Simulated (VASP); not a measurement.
Zn, 2 atoms in the cell. Symmetry: P6_3/mmc, No. 194, hexagonal system. Conventional cell: a = 2.159 Å, b = 2.159 Å, c = 3.497 Å, α = 90.00°, β = 90.00°, γ = 120.00°. Zn (site symmetry -6m2) has 12 Zn at 2.15 to 2.16 Å within 2.8 Å. 

* Program: VASP 6.6.1
* Task: relaxation of cell and atoms
* Functional: PBEsol
* Potentials or basis: VASP PAW PBE potentials, release 64 (Zn)
* Cutoff: 600 eV
* k mesh: 20 × 20 × 11
* Occupations: fermi-dirac, width 0.08 eV
* Spin: no spin polarisation
* Target pressure: 350 GPa
* Dipole correction: no
* Further INCAR settings: ALGO = Normal; EDIFF = 1e-06; IBRION = 2; EDIFFG = -0.005; NSW = 60; ISIF = 3

Potentials or basis: VASP PAW PBE potentials, release 64 (Zn).

Run with:

```sh
$ cat potpaw_PBE.64/Zn/POTCAR > POTCAR
$ mpirun -np 1 vasp_std > vasp.out
```

Hardware: 1 thread of AMD EPYC 7R13 (shared host).

Task: Estimate the wall time of this run.

Result: Run time: 5.1 min on 1 thread of AMD EPYC 7R13, with other jobs on the host, peak memory 0.15 GiB. Counts: scf iterations 51, k points 264, ion steps 8.
